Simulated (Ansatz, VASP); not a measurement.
## One calculation of HfO2, two programs

```xyz
6
Lattice="4.8804 0.0000 0.0000 0.0000 4.8804 0.0000 0.0000 0.0000 3.2376" Properties=species:S:1:pos:R:3 pbc="T T T"
Hf    0.0000    0.0000    0.0000
Hf    2.4402    2.4402    1.6188
O     1.4894    1.4894    0.0000
O     3.3909    3.3909    0.0000
O     3.9296    0.9508    1.6188
O     0.9508    3.9296    1.6188
```

Alike in both runs: functional PBE; k mesh 7 × 7 × 11; occupations fermi-dirac, width 0.1 eV; no spin polarisation.

Ansatz relaxed the structure, and its values are those at the end. VASP's run is a single point on that final structure, the one shown.

|  | VASP | Ansatz |
| --- | --- | --- |
| version | VASP 6.6.1 | Ansatz 0.2.0 |
| potentials or method | VASP PAW PBE potentials, release 64 (Hf_pv, O) | PAW with Ansatz's default frozen-core files, scalar-relativistic |
| plane-wave cutoff (eV) | 520 | 420 |
| valence electrons in the cell | 44 | 76 |

|  | VASP | Ansatz | Ansatz less VASP |
| --- | --- | --- | --- |
| pressure (GPa) | -2.7 | 0.0 | +2.75 |
| rms of the force components (eV/Å) | 0.024 | 0.000 | -0.0235 |

With one functional, cell and mesh, what is left measures potentials, basis and numerics. VASP's potentials hold 44 valence electrons a cell and Ansatz's 76, so a difference there can come from the potentials and not from the codes.

Spin-orbit coupling is off throughout.
